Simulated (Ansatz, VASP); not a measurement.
## Two plane-wave programs on Si7B

```
Si B
1.0
     4.41793    0.00000    0.00000
    -2.20897    3.82604    0.00000
     0.00000    0.00000    7.23219
Si B
7 1
Direct
  0.33333 0.66667 0.83528
  0.33333 0.66667 0.16472
  0.66667 0.33333 0.16472
  0.66667 0.33333 0.83528
  0.33333 0.66667 0.50000
  0.66667 0.33333 0.50000
  0.00000 0.00000 0.50000
  0.00000 0.00000 0.00000
```

Alike in both runs: functional PBE; k mesh 4 × 4 × 3; occupations gaussian, width 0.2 eV; no spin polarisation.

Ansatz relaxed the structure, and its values are those at the end. VASP's run is a single point on that final structure, the one shown.

```csv
,VASP,Ansatz
version,VASP 6.6.1,Ansatz 0.2.0
potentials or method,"VASP PAW PBE potentials, release 64 (Si, B), cutoff 500 eV","scalar-relativistic, plane waves, PAW"
valence electrons in the cell,31,31
```

|  | VASP | Ansatz | Ansatz less VASP |
| --- | --- | --- | --- |
| gap on the k mesh at the Fermi level (eV) | none | none | - |
| pressure (GPa) | 0.2 | 0.2 | +0.06 |

A gap of «none» marks a metal or a gap that the smearing closes.

The k mesh is coarse, so the values compare programs but aren't converged.
